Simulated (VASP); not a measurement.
# Ba (Im-3m) in VASP: a series of runs

The runs below take Ba through single point, with r2SCAN.

Everything below comes from runs of VASP 6.6.1. Logs are shortened: lines on timing, memory, paths and dates and some standing lists are left out, and cuts for length are marked.

## (1) The cell of the first run

Symmetry: Im-3m, No. 229, cubic system. Conventional cell: a = 5.088 Å, b = 5.088 Å, c = 5.088 Å, α = 90.00°, β = 90.00°, γ = 90.00°. Within 5.8 Å of Ba (site symmetry m-3m) lie 14 Ba at 4.41 to 5.09 Å.

## (2) Single point, r2SCAN

POSCAR reads:

```
Ba
1.0
   -2.5439328076      2.5439328076      2.5439328076
    2.5439328076     -2.5439328076      2.5439328076
    2.5439328076      2.5439328076     -2.5439328076
Ba
1
Direct
    0.0000000000      0.0000000000      0.0000000000
```

INCAR.step1 reads:

```
SYSTEM = Ba
ALGO     = Normal         ! electronic algorithm
EDIFF    = 1E-4           ! SCF threshold, eV
ENCUT    = 520            ! plane-wave cutoff, eV
GGA      = PE             ! functional
ISMEAR   = -1             ! smearing method
LASPH    = .TRUE.         ! aspherical terms in the spheres
LCHARG   = .FALSE.        ! write CHGCAR
LREAL    = .FALSE.        ! projectors in reciprocal space
LWAVE    = .TRUE.         ! write WAVECAR
NBANDS   = 11             ! bands
NELM     = 60             ! most SCF steps
PREC     = Accurate       ! precision mode
SIGMA    = 0.1            ! smearing width, eV
```

INCAR.step2 reads:

```
SYSTEM = Ba
ALGO     = Normal         ! electronic algorithm
EDIFF    = 1E-7           ! SCF threshold, eV
ENCUT    = 520            ! plane-wave cutoff, eV
ISIF     = 2              ! what is computed and relaxed
ISMEAR   = -1             ! smearing method
ISTART   = 1            
LASPH    = .TRUE.         ! aspherical terms in the spheres
LCHARG   = .FALSE.        ! write CHGCAR
LMIXTAU  = .TRUE.       
LREAL    = .FALSE.        ! projectors in reciprocal space
LWAVE    = .FALSE.        ! write WAVECAR
METAGGA  = R2SCAN         ! meta-GGA
NBANDS   = 11             ! bands
NELM     = 60             ! most SCF steps
PREC     = Accurate       ! precision mode
SIGMA    = 0.1            ! smearing width, eV
```

KPOINTS reads:

```
k-points
0
G
  10 10 10
  0 0 0
```

Potentials or basis: VASP PAW PBE potentials, release 64 (Ba_sv).

Run with:

```
> cat potpaw_PBE.64/Ba_sv/POTCAR > POTCAR
> cp INCAR.step1 INCAR
> mpirun -np 1 vasp_std > vasp.out
> cp INCAR.step2 INCAR
> mpirun -np 1 vasp_std > vasp.out
```

OUTCAR:

```text
SYSTEM = Ba
   EDIFF = 1E-7
   ENCUT = 520
   ISIF = 2
   ISMEAR = -1
   ISTART = 1
   LASPH = .TRUE.
   LREAL = .FALSE.
   METAGGA = R2SCAN
   NELM = 60
   PREC = Accurate

 ion  position               nearest neighbor table
   1  0.000  0.000  0.000-

  LATTYP: Found a body centered cubic cell.
 ALAT       =     5.0878656152

  Lattice vectors:

 A1 = (  -2.5439328076,   2.5439328076,   2.5439328076)
 A2 = (   2.5439328076,  -2.5439328076,   2.5439328076)
 A3 = (   2.5439328076,   2.5439328076,  -2.5439328076)

Analysis of symmetry for initial positions (statically):
=====================================================================
 Subroutine PRICEL returns:
 Original cell was already a primitive cell.

 Routine SETGRP: Setting up the symmetry group for a
 body centered cubic supercell.

 Subroutine GETGRP returns: Found 48 space group operations
 (whereof 48 operations were pure point group operations)
 out of a pool of 48 trial point group operations.

The static configuration has the point symmetry O_h .

Analysis of symmetry for dynamics (positions and initial velocities):
=====================================================================
 Subroutine PRICEL returns:
 Original cell was already a primitive cell.

 Routine SETGRP: Setting up the symmetry group for a
 body centered cubic supercell.

 Subroutine GETGRP returns: Found 48 space group operations
 (whereof 48 operations were pure point group operations)
 out of a pool of 48 trial point group operations.

The dynamic configuration has the point symmetry O_h .

 Subroutine INISYM returns: Found 48 space group operations
 (whereof 48 operations are pure point group operations),
 and found     1 'primitive' translations

----------------------------------------------------------------------------------------

                                     Primitive cell

  volume of cell :      65.8532

  direct lattice vectors                    reciprocal lattice vectors
    -2.543932808  2.543932808  2.543932808     0.000000000  0.196546072  0.196546072
     2.543932808 -2.543932808  2.543932808     0.196546072  0.000000000  0.196546072
     2.543932808  2.543932808 -2.543932808     0.196546072  0.196546072  0.000000000

  length of vectors
     4.406220874  4.406220874  4.406220874     0.277958120  0.277958120  0.277958120

  position of ions in fractional coordinates (direct lattice)
     0.000000000  0.000000000  0.000000000

  ion indices of the primitive-cell ions
   primitive index   ion index
                 1           1

----------------------------------------------------------------------------------------

 KPOINTS: k-points

Automatic generation of k-mesh.
 Grid dimensions read from file:
 generate k-points for:   10   10   10

 Generating k-lattice:

  Cartesian coordinates                     Fractional coordinates (reciprocal lattice)
     0.000000000  0.019654607  0.019654607     0.100000000  0.000000000  0.000000000
     0.019654607  0.000000000  0.019654607     0.000000000  0.100000000  0.000000000
     0.019654607  0.019654607  0.000000000     0.000000000  0.000000000  0.100000000

  Length of vectors
     0.027795812  0.027795812  0.027795812

  Shift w.r.t. Gamma in fractional coordinates (k-lattice)
     0.000000000  0.000000000  0.000000000

 Subroutine IBZKPT returns following result:
 ===========================================

 Found     47 irreducible k-points:

 Following reciprocal coordinates:
            Coordinates               Weight
  0.000000  0.000000  0.000000      1.000000
  0.100000  0.000000  0.000000     12.000000
  0.200000  0.000000  0.000000     12.000000
  0.300000  0.000000  0.000000     12.000000
  0.400000  0.000000  0.000000     12.000000
  0.500000  0.000000  0.000000      6.000000
[... 16 lines left out ...]
  0.300000  0.300000  0.100000      8.000000
 -0.300000  0.300000  0.100000     24.000000
 [... further k-points ...]
   k-points           NKPTS =     47   k-points in BZ     NKDIM =     47   number of bands    NBANDS=     11
   number of dos      NEDOS =    301   number of ions     NIONS =      1
   total plane-waves  NPLWV =  46656
   dimension x,y,z NGX =    36 NGY =   36 NGZ =   36
   dimension x,y,z NGXF=    72 NGYF=   72 NGZF=   72
   ions per type =               1
   NGX,Y,Z   is equivalent  to a cutoff of  13.58, 13.58, 13.58 a.u.
   NGXF,Y,Z  is equivalent  to a cutoff of  27.17, 27.17, 27.17 a.u.
 SYSTEM =  Ba
   PREC   = accura    normal or accurate (medium, high low for compatibility)
   ISTART =      1    job   : 0-new  1-cont  2-samecut
   ICHARG =      0    charge: 1-file 2-atom 10-const
   ISPIN  =      1    spin polarized calculation?
   LNONCOLLINEAR =      F non collinear calculations
   LSORBIT =      F    spin-orbit coupling
   LASPH  =      T    aspherical Exc in radial PAW
   ENCUT  =  520.0 eV  38.22 Ry    6.18 a.u.   8.19  8.19  8.19*2*pi/ulx,y,z
   NELM   =     60;   NELMIN=  2; NELMDL=  0     # of ELM steps
   EDIFF  = 0.1E-06   stopping-criterion for ELM
   LREAL  =      F    real-space projection
   EDIFFG = 0.1E-05   stopping-criterion for IOM
   NSW    =      0    number of steps for IOM
   IBRION =     -1    ionic relax: 0-MD 1-quasi-New 2-CG
   NFREE  =      0    steps in history (QN), initial steepest desc. (CG)
   ISIF   =      2    stress and relaxation
   ISYM   =      2    0-nonsym 1-usesym 2-fastsym
   POTIM  = 0.5000    time-step for ionic-motion
   TEBEG  =    0.0;   TEEND  =   0.0 temperature during run
   PSTRESS=    0.0 pullay stress
   NELECT =      10.0000    total number of electrons
   NUPDOWN=      -1.0000    fix difference up-down
   EMIN   =  10.00;   EMAX   =-10.00  energy-range for DOS
   EFERMI =   0.00;   METHOD = LEGACY
   ISMEAR =    -1;   SIGMA  =   0.10  broadening in eV -4-tet -1-fermi 0-gaus
   EFERMI_NEDOS =   21; number of points for ismear=-14 and -15
   IALGO  =     38    algorithm
   IMIX   =      4    mixing-type and parameters
     AMIX     =   0.40;   BMIX     =  1.00
     AMIX_MAG =   1.60;   BMIX_MAG =  1.00
  volume/ion in A,a.u.               =      65.85       444.40
  Fermi-wavevector in a.u.,A,eV,Ry     =   0.873405  1.650497 10.379027  0.762837
  Thomas-Fermi vector in A             =   1.992791
   LORBIT       =      0    0 simple, 1 ext, 2 COOP (PROOUT), +10 PAW based schemes
   METAGGA = R2SCAN    functional components
   LHFCALC =     F    Hartree Fock is set to
   AEXX    =    0.0000 exact exchange contribution
   IVDW    =     0    specifies the selected vdW correction
   LEPSILON=     F    determine dielectric tensor
   LRPA    =     F    only Hartree local field effects (RPA)
 non-spin polarized calculation
  energy-cutoff  :      520.00
  volume of cell :       65.85
 maximum number of plane-waves:      1830
 NGX is ok and might be reduce to    36
   NGX = 17   NGY = 17   NGZ = 17

 number of electron       9.9999999 magnetization

 Free energy of the ion-electron system (eV)
  ---------------------------------------------------
  ext. energy  EPLUGINS =         0.00000000
  ---------------------------------------------------
  free energy    TOTEN  =       -26.45321255 eV

  energy without entropy =      -26.40958940  energy(sigma->0) =      -26.43140097

 E-fermi :   1.5933     XC(G=0):  -7.6797

 val. band max:        1.5546514992   @ k =  -0.4000   0.4000   0.3000
 cond. band min:       1.5965648534   @ k =  -0.4000  -0.4000   0.2000
 fundamental gap:      0.0419133541
 Fermi energy:         1.5932562733

 k-point     1 :       0.0000    0.0000    0.0000
  band No.  band energies     occupation
      1     -28.4095      2.00000
      2     -12.9639      2.00000
      3     -12.9639      2.00000
      4     -12.9639      2.00000
      5      -1.2819      2.00000
      6       3.6682      0.00000
      7       3.6682      0.00000
      8       3.6683      0.00000
      9       4.9682      0.00000
     10       4.9682      0.00000
     11       8.7393      0.00000

 k-point     2 :       0.1000    0.0000    0.0000
  band No.  band energies     occupation
      1     -28.4058      2.00000
      2     -13.0059      2.00000
      3     -12.9765      2.00000
      4     -12.9643      2.00000
      5      -1.0959      2.00000
      6       3.5080      0.00000
      7       3.5584      0.00000
      8       3.8539      0.00000
      9       4.7419      0.00000
     10       4.9555      0.00000
     11       8.9489      0.00000

 k-point     3 :       0.2000    0.0000    0.0000
  band No.  band energies     occupation
      1     -28.3962      2.00000
      2     -13.1129      2.00000
      3     -13.0091      2.00000
      4     -12.9653      2.00000
      5      -0.5865      2.00000
      6       3.1104      0.00000
      7       3.1535      0.00000
      8       4.3971      0.00000
      9       4.6702      0.00000
     10       4.9740      0.00000
     11       9.2117      0.00000

 k-point     4 :       0.3000    0.0000    0.0000
  band No.  band energies     occupation
      1     -28.3843      2.00000
      2     -13.2401      2.00000
      3     -13.0489      2.00000
      4     -12.9666      2.00000
      5       0.0832      2.00000
      6       2.6375      0.00006
      7       2.7987      0.00001
      8       4.8762      0.00000
      9       5.1099      0.00000
     10       5.2500      0.00000
     11       8.6251      0.00000
[... 239 lines left out ...]
 k-point    22 :      -0.2000    0.2000    0.1000
  band No.  band energies     occupation
      1     -28.3929      2.00000
      2     -13.1139      2.00000
      3     -13.0225      2.00000
      4     -12.9967      2.00000
      5      -0.4212      2.00000
      6       3.1375      0.00000
      7       3.2889      0.00000
      8       3.9840      0.00000
      9       4.3278      0.00000
     10       5.4220      0.00000
     11       9.4526      0.00000

 k-point    23 :       0.3000    0.3000    0.1000
  band No.  band energies     occupation
      1     -28.3680      2.00000
      2     -13.2253      2.00000
      3     -13.2253      2.00000
      4     -13.0525      2.00000
      5       1.8509      0.14133
      6       2.1325      0.00906
      7       2.1325      0.00906
      8       5.5063      0.00000
      9       5.5063      0.00000
     10       6.2188      0.00000
     11       8.2252      0.00000

 k-point    24 :      -0.3000    0.3000    0.1000
  band No.  band energies     occupation
      1     -28.3813      2.00000
      2     -13.2342      2.00000
      3     -13.0629      2.00000
      4     -12.9965      2.00000
      5       0.2341      2.00000
      6       2.5683      0.00012
      7       2.9627      0.00000
      8       4.2361      0.00000
      9       5.1759      0.00000
     10       5.5168      0.00000
     11       8.5153      0.00000

 [... further k-points ...]
[... 5 lines left out ...]
  --------------------------------------------------------------------------------------
  -------------------------------------------------------------------------------------
  Total       -0.0125420     -0.0125420     -0.0125420      0.0000000      0.0000000      0.0000000
  in kB       -0.3051399     -0.3051399     -0.3051399      0.0000000      0.0000000      0.0000000
  external PRESSURE =      -0.3051399 kB  Pullay stress =       0.0000000 kB

 VOLUME and BASIS-vectors are now :
 -----------------------------------------------------------------------------
  energy-cutoff  :      520.00
  volume of cell :       65.85
      direct lattice vectors                 reciprocal lattice vectors
    -2.543932808  2.543932808  2.543932808     0.000000000  0.196546072  0.196546072
     2.543932808 -2.543932808  2.543932808     0.196546072  0.000000000  0.196546072
     2.543932808  2.543932808 -2.543932808     0.196546072  0.196546072  0.000000000

 POSITION                                       TOTAL-FORCE (eV/Angst)
 -----------------------------------------------------------------------------------
      0.00000      0.00000      0.00000        -0.000000      0.000000     -0.000000
 -----------------------------------------------------------------------------------
    total drift:                               -0.000000      0.000000      0.000000

  FREE ENERGIE OF THE ION-ELECTRON SYSTEM (eV)
  ---------------------------------------------------
  free  energy   TOTEN  =       -26.4532125472 eV

  energy  without entropy=      -26.4095894019  energy(sigma->0) =      -26.43140097
```

It took 67 s on 1 thread of Intel Xeon 6975P-C (Granite Rapids), shared host; peak memory 0.23 GiB.

What came out:

| Item | Value |
| --- | --- |
| Free energy | -26.4532 eV |
| Pressure | 0.0 GPa |
| Band gap on the k mesh | zero (band 5 reaches 1.93 eV, above the bottom of band 6 at 1.02 eV) |

Caveat: the PAW data sets were made with another functional, which shifts forces and pressure a little; spin-orbit coupling is left out, which moves the levels of the heavy elements.

## (3) Single point, r2SCAN

POSCAR is that of step 2.

INCAR.step1 reads:

```
PREC = Accurate ; ENCUT = 520
ISMEAR = -1 ; SIGMA = 0.1
LREAL = False ; LASPH = True
NELM = 60 ; NBANDS = 11
GGA = PE ; ALGO = Normal
EDIFF = 1E-4 ; LWAVE = True
LCHARG = False
```

INCAR.step2 reads:

```
PREC = Accurate ; ENCUT = 520
EDIFF = 1E-6 ; ISMEAR = -1
SIGMA = 0.1 ; LREAL = False
LASPH = True ; NELM = 60
ALGO = Normal ; ISIF = 2
LWAVE = False ; LCHARG = True
METAGGA = R2SCAN ; LMIXTAU = True
LELF = True ; LVHAR = True
NBANDS = 11 ; ISTART = 1
```

KPOINTS reads:

```
Automatic mesh
0
Gamma
  10 10 10
```

Potentials or basis: VASP PAW PBE potentials, release 64 (Ba_sv).

Run with:

```
> cat potpaw_PBE.64/Ba_sv/POTCAR > POTCAR
> cp INCAR.step1 INCAR
> mpirun -np 1 vasp_std > vasp.out
> cp INCAR.step2 INCAR
> mpirun -np 1 vasp_std > vasp.out
```

Run time: 57 s. Hardware: 1 thread of Intel Xeon 6975P-C (Granite Rapids), shared host; peak memory 0.22 GiB.

It converged, with:

| Quantity | Value |
| --- | --- |
| Free energy | -26.4532 eV |
| Pressure | 0.0 GPa |
| Band gap on the k mesh | zero (band 5 reaches 1.93 eV, above the bottom of band 6 at 1.02 eV) |

Levels at points of the mesh, in eV from the Fermi level:
```tsv
k point	band 1	band 2	band 3	band 4	band 5	band 6	band 7	band 8	band 9	band 10
(0.00, 0.00, 0.00)	-30.00	-14.56	-14.56	-14.56	-2.88	2.08	2.08	2.08	3.38	3.38
(0.50, 0.00, 0.00)	-29.96	-14.97	-14.69	-14.56	-0.86	0.88	1.06	3.40	3.95	5.33
(0.50, 0.50, 0.50)	-29.94	-14.84	-14.84	-14.84	-0.57	-0.57	4.46	4.46	4.46	4.86
```

Caveat: the PAW data sets were made with another functional, which shifts forces and pressure a little; spin-orbit coupling is left out, which moves the levels of the heavy elements.
